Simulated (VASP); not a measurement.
Input of a VASP 6.6.1 run:

Contents of INCAR:

```
ALGO = Normal
EDIFF = 1E-7
EDIFFG = -0.02
ENCUT = 600
GGA = PS
IBRION = 2
ISIF = 3
ISMEAR = 0
LASPH = True
LCHARG = False
LREAL = False
LWAVE = False
NELM = 60
NSW = 80
PREC = Accurate
SIGMA = 0.01
```

File KPOINTS:

```
k-points
0
Gamma
  8 8 8
```

POSCAR

```
HfO2
1.0
    0.0000000000      2.5575000000      2.5575000000
    2.5575000000      0.0000000000      2.5575000000
    2.5575000000      2.5575000000      0.0000000000
Hf O
1 2
Direct
    0.0000000000      0.0000000000      0.0000000000
    0.2500000000      0.2500000000      0.2500000000
    0.7500000000      0.7500000000      0.7500000000
```

Potentials or basis: VASP PAW PBE potentials, release 64 (Hf_pv, O).

The run is started by

```bash
$ cat potpaw_PBE.64/Hf_pv/POTCAR potpaw_PBE.64/O/POTCAR > POTCAR
$ mpirun -np 1 vasp_std > vasp.out
```

Task: Estimate the space group after relaxing (to 0.05 Å).

Result: Fm-3m (No. 225).

Task: What does it give for the band gap on the k mesh?

Result: 3.75 eV, direct.

Task: What does it give for the relaxed volume?

Result: 10.53 Å³/atom.

Task: Estimate the relaxed cell.

Result: a = 3.549 Å, b = 3.549 Å, c = 3.549 Å, α = 60.00°, β = 60.00°, γ = 60.00°.

Final structure:
```
Hf O
1.0
     0.00000    2.50933    2.50933
     2.50933    0.00000    2.50933
     2.50933    2.50933    0.00000
Hf O
1 2
Cartesian
  2.5093 5.0187 2.5093
  1.2547 1.2547 1.2547
  3.7640 3.7640 3.7640
```

Caveat: the PAW data sets were made with another functional, which shifts forces and pressure a little; spin-orbit coupling is left out, which moves the levels of the heavy elements. A hybrid or GW would open this gap; PBEsol tends to underestimate it.
